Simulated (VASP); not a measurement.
Wanted: the native input for a VASP 6.6.1 run.

- Task: single point
- Functional: PBE
- Potentials or basis: VASP PAW PBE potentials, release 64 (In_d, Sb)
- Cutoff: 520 eV
- k mesh: 6 × 6 × 6
- Occupations: gaussian, width 0.1 eV
- Spin: no spin polarisation
- Dipole correction: no
- Further INCAR settings: ALGO = Normal; EDIFF = 1e-06; NBANDS = 22

The structure of InSb3 lies in POSCAR:

```
InSb3
1.0
    2.6257625300      1.5159847000      5.5034636300
   -2.6257625300      1.5159847000      5.5034636300
    0.0000000000     -3.0319694100      5.5034636300
In Sb
1 3
Direct
    0.5000000000      0.5000000000      0.5000000000
    0.0000000000      0.0000000000      0.5000000000
    0.5000000000      0.0000000000      0.0000000000
    0.0000000000      0.5000000000      0.0000000000
```

The cell was built from a structure type or drawn by symmetry, and may not be a known phase.

These files were run (other wordings do the same):

INCAR

```
SYSTEM = InSb3
PREC     = Accurate       ! precision mode
ENCUT    = 520            ! plane-wave cutoff, eV
EDIFF    = 1E-6           ! SCF threshold, eV
ISMEAR   = 0              ! smearing method
SIGMA    = 0.1            ! smearing width, eV
LREAL    = .False.        ! projectors in reciprocal space
LASPH    = .True.         ! aspherical terms in the spheres
NELM     = 100            ! most SCF steps
ALGO     = Normal         ! electronic algorithm
ISIF     = 2              ! what is computed and relaxed
LWAVE    = .False.        ! write WAVECAR
LCHARG   = .False.        ! write CHGCAR
GGA      = PE             ! functional
NBANDS   = 22             ! bands
```

KPOINTS

```
Automatic mesh
0
Gamma
  6 6 6
  0 0 0
```

Potentials or basis: VASP PAW PBE potentials, release 64 (In_d, Sb).

Run with:

```sh
$ cat potpaw_PBE.64/In_d/POTCAR potpaw_PBE.64/Sb/POTCAR > POTCAR
$ mpirun -np 1 vasp_std > vasp.out
```

Results of the run:

| Property | Result |
| --- | --- |
| Pressure | 40.3 GPa |
| Band gap on the k mesh | zero (bands 14 and 15 overlap by 1.06 eV) |

Caveat: the cell stands under pressure; spin-orbit coupling is left out, which moves the levels of the heavy elements.

It took 75 s on 1 thread of Intel(R) Xeon(R) 6975P-C (Granite Rapids), with other jobs on the host, peak memory 0.36 GiB.
